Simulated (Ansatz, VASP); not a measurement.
# AlN: VASP beside Ansatz

```
Al N
1.0
     0.00000    2.00546    2.00546
     2.00546    0.00000    2.00546
     2.00546    2.00546    0.00000
Al N
1 1
Direct
  0.50000 0.50000 0.50000
  0.00000 0.00000 0.00000
```

Alike in both runs: functional LDA; k mesh 10 × 10 × 10; occupations gaussian, width 0.02 eV; no spin polarisation.

Ansatz relaxed the structure, and its values are those at the end. VASP's run is a single point on that final structure, the one shown.

|  | VASP | Ansatz |
| --- | --- | --- |
| version | VASP 6.6.1 | Ansatz 0.2.0 |
| potentials or method | VASP PAW LDA potentials, release 64 (Al, N), cutoff 600 eV | scalar-relativistic, plane waves, PAW |
| valence electrons in the cell | 8 | 8 |

Ansatz gave:

| Property | Result |
| --- | --- |
| gap on the k mesh at the Fermi level (eV) | 4.71 |
| least direct gap on the mesh (eV) | 6.10 |
| pressure (GPa) | 0.0 |

Task: Estimate VASP's values.

Result: gap on the k mesh at the Fermi level (eV): 4.69; least direct gap on the mesh (eV): 6.12; pressure (GPa): 0.5.

LDA's correlation is that of Perdew and Zunger in VASP and of Perdew and Wang (1992) in Ansatz.
